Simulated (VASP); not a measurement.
# HfO2: single point with PBEsol

Crystal: HfO2.

```
Hf O
1.0
     4.84541    0.00000    0.00000
     0.00000    4.84541    0.00000
     0.00000    0.00000    3.22664
Hf O
2 4
Direct
  0.00000 0.00000 0.00000
  0.50000 0.50000 0.50000
  0.19495 0.80505 0.50000
  0.30505 0.30505 0.00000
  0.69495 0.69495 0.00000
  0.80505 0.19495 0.50000
```

* Program: VASP 6.6.1
* Task: single point
* Functional: PBEsol
* Potentials or basis: VASP PAW PBE potentials, release 64 (Hf_pv, O)
* Cutoff: 520 eV
* k mesh: 4 × 4 × 6
* Occupations: gaussian, width 0.01 eV
* Spin: no spin polarisation
* Dipole correction: no
* Further INCAR settings: ALGO = Normal; EDIFF = 1e-06; NBANDS = 31

- Pressure: -5.3 GPa
- Largest force: 0.093 eV/Å
- Band gap on the k mesh: 3.80 eV, direct

Forces in eV/Å, atoms in the order of the input:
```
Hf   0.000  0.000  0.000
Hf   0.000  0.000  0.000
O   -0.066  0.066  0.000
O    0.066  0.066  0.000
O   -0.066 -0.066  0.000
O    0.066 -0.066  0.000
```

Stress tensor (GPa, compression positive):
```
-4.66  0.00  0.00
 0.00 -4.66  0.00
 0.00  0.00 -6.61
```

Levels at points of the mesh, in eV from the valence-band top:
```
           k point  band 19  band 20  band 21  band 22  band 23  band 24  band 25  band 26
(0.00, 0.00, 0.00)    -0.76    -0.50    -0.50     0.00     3.80     3.98     5.07     5.42
(0.50, 0.00, 0.00)    -1.47    -1.47    -0.67    -0.67     4.46     4.46     6.04     6.04
(0.50, 0.50, 0.00)    -1.16    -1.16    -0.86    -0.86     4.06     4.06     5.48     5.48
(0.00, 0.00, 0.50)    -2.08    -2.08    -0.98    -0.98     5.45     5.45     5.92     5.92
(0.50, 0.00, 0.50)    -1.79    -1.79    -0.93    -0.93     4.03     4.03     6.16     6.16
(0.50, 0.50, 0.50)    -1.09    -1.09    -0.52    -0.52     4.98     4.98     5.69     5.69
```

Run time: 20 s on 1 thread of Intel(R) Xeon(R) 6975P-C (Granite Rapids) (shared host), peak memory 0.2 GiB.

Caveat: the PAW data sets were made with another functional, which shifts forces and pressure a little; spin-orbit coupling is left out, which moves the levels of the heavy elements. A k mesh can miss the band edges.
